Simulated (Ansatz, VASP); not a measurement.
# One calculation of Ta2N, two programs

```
Ta N
1.0
     3.14436    0.00000    0.00000
    -1.57218    2.72310    0.00000
     0.00000    0.00000    4.66026
Ta N
2 1
Direct
  0.66667 0.33333 0.74669
  0.33333 0.66667 0.25331
  0.00000 0.00000 0.00000
```

Alike in both runs: task single point; functional LDA; k mesh 18 × 18 × 10; occupations gaussian, width 0.15 eV; no spin polarisation.

|  | VASP | Ansatz |
| --- | --- | --- |
| version | VASP 6.6.1 | Ansatz 0.2.0 |
| potentials or method | VASP PAW LDA potentials, release 64 (Ta_pv, N), cutoff 520 eV | scalar-relativistic, plane waves, PAW |
| valence electrons in the cell | 27 | 31 |

|  | VASP | Ansatz | Ansatz less VASP |
| --- | --- | --- | --- |
| gap on the k mesh at the Fermi level (eV) | none | none | - |
| pressure (GPa) | -6.0 | -7.4 | -1.41 |
| traceless stress, the component that is largest in VASP (GPa) | 8.25 | 8.31 | +0.058 |
| rms of the force components (eV/Å) | 0.232 | 0.255 | +0.0227 |

Ansatz warns that its potentials were made for another functional, while VASP's fit it. LDA's correlation is that of Perdew and Zunger in VASP and of Perdew and Wang (1992) in Ansatz. Atom by atom the forces differ by 0.023 eV/Å (rms over components). A gap of «none» marks a metal or a gap that the smearing closes. VASP's potentials hold 27 valence electrons a cell and Ansatz's 31, so a difference there can come from the potentials and not from the codes.

Spin-orbit coupling is off throughout.
